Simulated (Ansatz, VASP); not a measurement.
**Sb3Se in VASP and in Ansatz**

File INCAR:

```
ALGO = Fast
EDIFF = 1E-6
EDIFFG = -0.01
ENCUT = 600
GGA = PE
IBRION = 2
ISIF = 3
ISMEAR = 0
LASPH = True
LCHARG = False
LREAL = False
LWAVE = False
NELM = 80
NSW = 100
PREC = Accurate
SIGMA = 0.1
```

File KPOINTS:

```
k-points
0
Gamma
  16 16 6
```

The input POSCAR:

```
Sb3Se
1.0
    1.7559520345     -2.9228574305      0.0000000000
    1.7559520345      2.9228574305      0.0000000000
    0.0000000000      0.0000000000     10.2176174472
Sb Se
3 1
Direct
    0.5000000000      0.5000000000      0.7724414349
    0.0000000000      0.0000000000      0.5000000000
    0.5000000000      0.5000000000      0.2275585651
    0.0000000000      0.0000000000      0.0000000000
```

Input for Ansatz:

```yaml
crystal:
  lattice:
    - [1.7559520345, -2.9228574305, 0.0]
    - [1.7559520345, 2.9228574305, 0.0]
    - [0.0, 0.0, 10.2176174472]
  atoms:
    - { symbol: Sb, position: [0.5, 0.5, 0.7724414349] }
    - { symbol: Sb, position: [0.0, 0.0, 0.5] }
    - { symbol: Sb, position: [0.5, 0.5, 0.2275585651] }
    - { symbol: Se, position: [0.0, 0.0, 0.0] }
basis:
  ecutwfc: 420
kpoints:
  mp_grid: { grid: [16, 16, 6] }
hamiltonian:
  xc: pbe
scf:
  occupations: { method: gaussian, width: 0.1 }
output:
  forces: true
  stress: true
  eigenvalues: true
  write_density: true
  write_potential: true
  elf: true
  volumetric_format: npy
relax:
  adjacent_minimum: "off"
  f_tol: 0.01
  max_steps: 80
  cell: { stress_tol: 0.05 }
```

Change from the starting cell: species swapped into the Nb3Au type (Cmmm, No. 65).

Alike in both runs: task relaxation of cell and atoms; functional PBE; k mesh 16 × 16 × 6; occupations gaussian, width 0.1 eV; no spin polarisation.

|  | VASP | Ansatz |
| --- | --- | --- |
| version | VASP 6.6.1 | Ansatz 0.2.0 |
| potentials or method | VASP PAW PBE potentials, release 64 (Sb, Se), cutoff 600 eV | scalar-relativistic, plane waves, PAW |
| valence electrons in the cell | 21 | 61 |

```csv
,VASP,Ansatz,Ansatz less VASP
"gap on the k mesh at the Fermi level, each at its own relaxed structure (eV)",none,none,-
relaxed volume (Å³/atom),26.04,26.10,+0.057
relaxed length of the cell vector where the two differ most in proportion (Å),9.679,9.688,+0.0090
```

A gap of «none» marks a metal or a gap that the smearing closes. VASP's potentials hold 21 valence electrons a cell and Ansatz's 61, so a difference there can come from the potentials and not from the codes.

Neither program's run includes spin-orbit coupling. Noted on VASP's run: too few bands were computed for a metal, which touches its energy and stress.
